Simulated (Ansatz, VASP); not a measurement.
# One calculation of GaSb, two programs

INCAR

```
SYSTEM = GaSb
PREC = Accurate
ENCUT = 520
EDIFF = 1E-6
ISMEAR = 0
SIGMA = 0.02
LREAL = .False.
LASPH = .True.
NELM = 100
ALGO = Normal
ISIF = 2
LWAVE = .False.
LCHARG = .False.
GGA = CA
NBANDS = 16
```

Contents of KPOINTS:

```
Automatic mesh
0
Gamma
  8 8 8
  0 0 0
```

File POSCAR:

```
GaSb
1.0
   -2.7534340000      2.7534340000      1.5960093567
    2.7534340000     -2.7534340000      1.5960093567
    2.7534340000      2.7534340000     -1.5960093567
Ga Sb
1 1
Direct
    0.2500000000      0.7500000000      0.5000000000
    0.0000000000      0.0000000000      0.0000000000
```

Input for Ansatz:

```yaml
crystal:
  lattice:
    - [-2.753434, 2.753434, 1.5960093566666669]
    - [2.753434, -2.753434, 1.5960093566666669]
    - [2.753434, 2.753434, -1.5960093566666669]
  atoms:
    - { symbol: Ga, position: [0.25, 0.75, 0.5] }
    - { symbol: Sb, position: [0.0, 0.0, 0.0] }
basis:
  ecutwfc: 520.0
kpoints:
  mp_grid:
    grid: [8, 8, 8]
hamiltonian:
  xc: lda
scf:
  occupations:
    method: gaussian
    width: 0.02
output:
  stress: true
```

Alike in both runs: task single point; functional LDA; k mesh 8 × 8 × 8; occupations gaussian, width 0.02 eV; no spin polarisation.

|  | VASP | Ansatz |
| --- | --- | --- |
| version | VASP 6.6.1 | Ansatz 0.2.0 |
| potentials or method | VASP PAW LDA potentials, release 64 (Ga_d, Sb), cutoff 520 eV | plane waves, PAW |
| valence electrons in the cell | 18 | 28 |

|  | VASP | Ansatz | Ansatz less VASP |
| --- | --- | --- | --- |
| pressure (GPa) | -4.3 | -4.4 | -0.08 |
| traceless stress, the component that is largest in VASP (GPa) | 0.98 | 1.04 | +0.059 |

LDA's correlation is that of Perdew and Zunger in VASP and of Perdew and Wang (1992) in Ansatz. VASP's potentials hold 18 valence electrons a cell and Ansatz's 28, so a difference there can come from the potentials and not from the codes.

Spin-orbit coupling is off throughout.
